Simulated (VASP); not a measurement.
# GaSb (Immm) in VASP: single point with PBE

Aim: the single point of GaSb with PBE.

All numbers are computed with VASP 6.6.1; they aren't measurements. Logs are shortened: lines on timing, memory, paths and dates and some standing lists are left out, and cuts for length are marked.

### 1 The cell of the first run

Symmetry: Immm, No. 71, orthorhombic system. The conventional cell has a = 3.211 Å, b = 5.189 Å, c = 5.766 Å, α = 90.00°, β = 90.00°, γ = 90.00°. Ga (site symmetry mmm) has 6 Sb at 2.88 to 3.05 Å and 2 Ga at 3.21 Å within 3.8 Å. Sb (site symmetry mmm) has 6 Ga at 2.88 to 3.05 Å and 2 Sb at 3.21 Å within 3.8 Å.

### 2 Single point, PBE

INCAR

```
SYSTEM = GaSb
PREC = Accurate
ENCUT = 520
EDIFF = 1E-7
ISMEAR = 0
SIGMA = 0.1
LREAL = .False.
LASPH = .True.
NELM = 80
ALGO = Normal
ISIF = 2
LWAVE = .False.
LCHARG = .False.
GGA = PE
NBANDS = 16
```

KPOINTS

```
Automatic mesh
0
Gamma
  16 16 16
  0 0 0
```

POSCAR

```
GaSb
1.0
   -1.6057051616      2.5946308853      2.8827850377
    1.6057051616     -2.5946308853      2.8827850377
    1.6057051616      2.5946308853     -2.8827850377
Ga Sb
1 1
Direct
    0.0000000000      0.0000000000      0.0000000000
    0.5000000000      0.5000000000      0.0000000000
```

Potentials or basis: VASP PAW PBE potentials, release 64 (Ga_d, Sb).

Launch:

```bash
> cat potpaw_PBE.64/Ga_d/POTCAR potpaw_PBE.64/Sb/POTCAR > POTCAR
> mpirun -np 1 vasp_std > vasp.out
```

OUTCAR:

```text
SYSTEM = GaSb
   PREC = Accurate
   ENCUT = 520
   EDIFF = 1E-7
   ISMEAR = 0
   LREAL = .False.
   LASPH = .True.
   NELM = 80
   ISIF = 2
   GGA = PE

 ion  position               nearest neighbor table
   1  0.000  0.000  0.000-   2 2.88   2 2.88   2 3.05   2 3.05   2 3.05   2 3.05
   2  0.500  0.500  0.000-   1 2.88   1 2.88   1 3.05   1 3.05   1 3.05   1 3.05

  LATTYP: Found a body centered orthorhombic cell.
 ALAT       =     3.2114103232
 B/A-ratio  =     1.6158825090
 C/A-ratio  =     1.7953389617

  Lattice vectors:

 A1 = (  -1.6057051616,   2.5946308853,   2.8827850377)
 A2 = (   1.6057051616,  -2.5946308853,   2.8827850377)
 A3 = (   1.6057051616,   2.5946308853,  -2.8827850377)

Analysis of symmetry for initial positions (statically):
=====================================================================
 Subroutine PRICEL returns:
 Original cell was already a primitive cell.

 Routine SETGRP: Setting up the symmetry group for a
 body centered orthorhombic supercell.

 Subroutine GETGRP returns: Found  8 space group operations
 (whereof  8 operations were pure point group operations)
 out of a pool of  8 trial point group operations.

The static configuration has the point symmetry D_2h.

Analysis of symmetry for dynamics (positions and initial velocities):
=====================================================================
 Subroutine PRICEL returns:
 Original cell was already a primitive cell.

 Routine SETGRP: Setting up the symmetry group for a
 body centered orthorhombic supercell.

 Subroutine GETGRP returns: Found  8 space group operations
 (whereof  8 operations were pure point group operations)
 out of a pool of  8 trial point group operations.

The dynamic configuration has the point symmetry D_2h.

 Subroutine INISYM returns: Found  8 space group operations
 (whereof  8 operations are pure point group operations),
 and found     1 'primitive' translations

----------------------------------------------------------------------------------------

                                     Primitive cell

  volume of cell :      48.0412

  direct lattice vectors                    reciprocal lattice vectors
    -1.605705162  2.594630885  2.882785038     0.000000000  0.192705638  0.173443387
     1.605705162 -2.594630885  2.882785038     0.311389670  0.000000000  0.173443387
     1.605705162  2.594630885 -2.882785038     0.311389670  0.192705638  0.000000000

  length of vectors
     4.197719389  4.197719389  4.197719389     0.259264481  0.356435316  0.366195289

  position of ions in fractional coordinates (direct lattice)
     0.000000000  0.000000000  0.000000000
     0.500000000  0.500000000  0.000000000

  ion indices of the primitive-cell ions
   primitive index   ion index
                 1           1
                 2           2

----------------------------------------------------------------------------------------

 KPOINTS: Automatic mesh

Automatic generation of k-mesh.
 Grid dimensions read from file:
 generate k-points for:   16   16   16

 Generating k-lattice:

  Cartesian coordinates                     Fractional coordinates (reciprocal lattice)
     0.000000000  0.012044102  0.010840212     0.062500000  0.000000000  0.000000000
     0.019461854  0.000000000  0.010840212     0.000000000  0.062500000 -0.000000000
     0.019461854  0.012044102  0.000000000     0.000000000 -0.000000000  0.062500000

  Length of vectors
     0.016204030  0.022277207  0.022887206

  Shift w.r.t. Gamma in fractional coordinates (k-lattice)
     0.000000000  0.000000000  0.000000000

 Subroutine IBZKPT returns following result:
 ===========================================

 Found    621 irreducible k-points:

 Following reciprocal coordinates:
            Coordinates               Weight
  0.000000  0.000000  0.000000      1.000000
  0.062500  0.000000  0.000000      4.000000
  0.125000  0.000000  0.000000      4.000000
  0.187500  0.000000  0.000000      4.000000
  0.250000  0.000000  0.000000      4.000000
  0.312500  0.000000  0.000000      4.000000
[... 16 lines left out ...]
 -0.187500  0.062500  0.000000      8.000000
 -0.125000  0.062500  0.000000      8.000000
 [... further k-points ...]
   k-points           NKPTS =    621   k-points in BZ     NKDIM =    621   number of bands    NBANDS=     16
   number of dos      NEDOS =    301   number of ions     NIONS =      2
   total plane-waves  NPLWV =  32768
   dimension x,y,z NGX =    32 NGY =   32 NGZ =   32
   dimension x,y,z NGXF=    64 NGYF=   64 NGZF=   64
   ions per type =               1   1
   NGX,Y,Z   is equivalent  to a cutoff of  12.67, 12.67, 12.67 a.u.
   NGXF,Y,Z  is equivalent  to a cutoff of  25.35, 25.35, 25.35 a.u.
 SYSTEM =  GaSb
   PREC   = accura    normal or accurate (medium, high low for compatibility)
   ISTART =      0    job   : 0-new  1-cont  2-samecut
   ICHARG =      2    charge: 1-file 2-atom 10-const
   ISPIN  =      1    spin polarized calculation?
   LNONCOLLINEAR =      F non collinear calculations
   LSORBIT =      F    spin-orbit coupling
   LASPH  =      T    aspherical Exc in radial PAW
   ENCUT  =  520.0 eV  38.22 Ry    6.18 a.u.   7.80  7.80  7.80*2*pi/ulx,y,z
   NELM   =     80;   NELMIN=  2; NELMDL= -5     # of ELM steps
   EDIFF  = 0.1E-06   stopping-criterion for ELM
   LREAL  =      F    real-space projection
   EDIFFG = 0.1E-05   stopping-criterion for IOM
   NSW    =      0    number of steps for IOM
   IBRION =     -1    ionic relax: 0-MD 1-quasi-New 2-CG
   NFREE  =      0    steps in history (QN), initial steepest desc. (CG)
   ISIF   =      2    stress and relaxation
   ISYM   =      2    0-nonsym 1-usesym 2-fastsym
   POTIM  = 0.5000    time-step for ionic-motion
   TEBEG  =    0.0;   TEEND  =   0.0 temperature during run
   PSTRESS=    0.0 pullay stress
   NELECT =      18.0000    total number of electrons
   NUPDOWN=      -1.0000    fix difference up-down
   EMIN   =  10.00;   EMAX   =-10.00  energy-range for DOS
   EFERMI =   0.00;   METHOD = LEGACY
   ISMEAR =     0;   SIGMA  =   0.10  broadening in eV -4-tet -1-fermi 0-gaus
   EFERMI_NEDOS =   21; number of points for ismear=-14 and -15
   IALGO  =     38    algorithm
   IMIX   =      4    mixing-type and parameters
     AMIX     =   0.40;   BMIX     =  1.00
     AMIX_MAG =   1.60;   BMIX_MAG =  1.00
  volume/ion in A,a.u.               =      24.02       162.10
  Fermi-wavevector in a.u.,A,eV,Ry     =   1.180215  2.230283 18.951655  1.392907
  Thomas-Fermi vector in A             =   2.316511
   LORBIT       =      0    0 simple, 1 ext, 2 COOP (PROOUT), +10 PAW based schemes
   GGA     = PE    functional components
   LHFCALC =     F    Hartree Fock is set to
   AEXX    =    0.0000 exact exchange contribution
   IVDW    =     0    specifies the selected vdW correction
   LEPSILON=     F    determine dielectric tensor
   LRPA    =     F    only Hartree local field effects (RPA)
 non-spin polarized calculation
 Gauss-broadening in eV      SIGMA  =   0.10
  energy-cutoff  :      520.00
  volume of cell :       48.04
 maximum number of plane-waves:      1316
   NGX = 15   NGY = 15   NGZ = 15

 number of electron      18.0000007 magnetization

 Free energy of the ion-electron system (eV)
  ---------------------------------------------------
  ext. energy  EPLUGINS =         0.00000000
  ---------------------------------------------------
  free energy    TOTEN  =        -6.98584329 eV

  energy without entropy =       -6.98141165  energy(sigma->0) =       -6.98362747

 E-fermi :   6.6023     XC(G=0): -10.2614

 val. band max:        6.5963980925   @ k =   0.0625   0.1875   0.0625
 cond. band min:       6.6049299276   @ k =  -0.2500   0.5000   0.0625
 fundamental gap:      0.0085318350
 Fermi energy:         6.6022708168

 k-point     1 :       0.0000    0.0000    0.0000
  band No.  band energies     occupation
      1      -8.3314      2.00000
      2      -8.2525      2.00000
      3      -8.2502      2.00000
      4      -8.2481      2.00000
      5      -8.2149      2.00000
      6      -5.3492      2.00000
[... 8 lines left out ...]
     15      15.6645      0.00000
     16      16.3641      0.00000

 k-point     2 :       0.0625    0.0000    0.0000
  band No.  band energies     occupation
      1      -8.3312      2.00000
      2      -8.2532      2.00000
      3      -8.2497      2.00000
      4      -8.2481      2.00000
      5      -8.2148      2.00000
      6      -5.3141      2.00000
[... 8 lines left out ...]
     15      15.8580      0.00000
     16      16.4118      0.00000

 k-point     3 :       0.1250    0.0000    0.0000
  band No.  band energies     occupation
      1      -8.3307      2.00000
      2      -8.2554      2.00000
      3      -8.2484      2.00000
      4      -8.2480      2.00000
      5      -8.2145      2.00000
      6      -5.2094      2.00000
[... 8 lines left out ...]
     15      15.7402      0.00000
     16      17.0527      0.00000

 k-point     4 :       0.1875    0.0000    0.0000
  band No.  band energies     occupation
      1      -8.3299      2.00000
      2      -8.2586      2.00000
      3      -8.2481      2.00000
      4      -8.2464      2.00000
      5      -8.2140      2.00000
      6      -5.0375      2.00000
[... 8 lines left out ...]
     15      15.4870      0.00000
     16      17.0279      0.00000
[... 324 lines left out ...]
 k-point    22 :      -0.2500    0.0625    0.0000
  band No.  band energies     occupation
      1      -8.3251      2.00000
      2      -8.2605      2.00000
      3      -8.2508      2.00000
      4      -8.2445      2.00000
      5      -8.2155      2.00000
      6      -4.8493      2.00000
[... 8 lines left out ...]
     15      16.0182      0.00000
     16      16.8462      0.00000

 k-point    23 :      -0.1875    0.0625    0.0000
  band No.  band energies     occupation
      1      -8.3258      2.00000
      2      -8.2571      2.00000
      3      -8.2507      2.00000
      4      -8.2467      2.00000
      5      -8.2160      2.00000
      6      -5.0565      2.00000
[... 8 lines left out ...]
     15      16.1339      0.00000
     16      16.7075      0.00000

 k-point    24 :      -0.1250    0.0625    0.0000
  band No.  band energies     occupation
      1      -8.3265      2.00000
      2      -8.2544      2.00000
      3      -8.2505      2.00000
      4      -8.2484      2.00000
      5      -8.2165      2.00000
      6      -5.1991      2.00000
[... 8 lines left out ...]
     15      16.0716      0.00000
     16      16.3028      0.00000

 [... further k-points ...]
[... 5 lines left out ...]
  --------------------------------------------------------------------------------------
  -------------------------------------------------------------------------------------
  Total       -0.0116689      0.0027356      0.0136821      0.0000000      0.0000000      0.0000000
  in kB       -0.3891595      0.0912330      0.4562996      0.0000000      0.0000000      0.0000000
  external PRESSURE =       0.0527910 kB  Pullay stress =       0.0000000 kB

 VOLUME and BASIS-vectors are now :
 -----------------------------------------------------------------------------
  energy-cutoff  :      520.00
  volume of cell :       48.04
      direct lattice vectors                 reciprocal lattice vectors
    -1.605705162  2.594630885  2.882785038     0.000000000  0.192705638  0.173443387
     1.605705162 -2.594630885  2.882785038     0.311389670  0.000000000  0.173443387
     1.605705162  2.594630885 -2.882785038     0.311389670  0.192705638  0.000000000

 POSITION                                       TOTAL-FORCE (eV/Angst)
 -----------------------------------------------------------------------------------
      0.00000      0.00000      0.00000        -0.000000      0.000000     -0.000000
      0.00000      0.00000      2.88279         0.000000     -0.000000      0.000000
 -----------------------------------------------------------------------------------
    total drift:                                0.000000      0.000000      0.000000

  FREE ENERGIE OF THE ION-ELECTRON SYSTEM (eV)
  ---------------------------------------------------
  free  energy   TOTEN  =        -6.9858432920 eV

  energy  without entropy=       -6.9814116506  energy(sigma->0) =       -6.98362747
```

Run time: 8.7 min. Hardware: 1 thread of AMD EPYC 7R13, shared host; peak memory 0.56 GiB.

Results:

| Property | Result |
| --- | --- |
| Free energy | -6.9858 eV |
| Pressure | 0.0 GPa |
| Band gap on the k mesh | zero (band 9 reaches 9.01 eV, above the bottom of band 10 at 3.92 eV) |

Caveat: spin-orbit coupling is left out, which moves the levels of the heavy elements.
